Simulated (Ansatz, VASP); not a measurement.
## Re in VASP and in Ansatz

```
Re
1.0
     0.00000    1.87131    1.97500
     2.07869    0.00000    1.97500
     2.07869    1.87131    0.00000
Re
1
Direct
  0.00000 0.00000 0.00000
```

Change from the starting cell: strain +0.0525 x Voigt [1, -1, 0, 0, 0, 0], atoms carried along.

Alike in both runs: task single point; functional r2SCAN; k mesh 20 × 20 × 20; occupations gaussian, width 0.15 eV; no spin polarisation.

```csv
,VASP,Ansatz
version,VASP 6.6.1,Ansatz 0.2.0
potentials or method,"VASP PAW PBE potentials, release 64 (Re), cutoff 520 eV","scalar-relativistic, plane waves, PAW"
valence electrons in the cell,7,15
```

|  | VASP | Ansatz | Ansatz less VASP |
| --- | --- | --- | --- |
| gap on the k mesh at the Fermi level (eV) | none | none | - |
| pressure (GPa) | -13.7 | -13.4 | +0.26 |
| traceless stress, the component that is largest in VASP (GPa) | -13.86 | -14.05 | -0.188 |

VASP's potentials were made for PBE, not for r2SCAN. A gap of «none» marks a metal or a gap that the smearing closes. VASP's potentials hold 7 valence electrons a cell and Ansatz's 15, so a difference there can come from the potentials and not from the codes.

Neither program's run includes spin-orbit coupling.
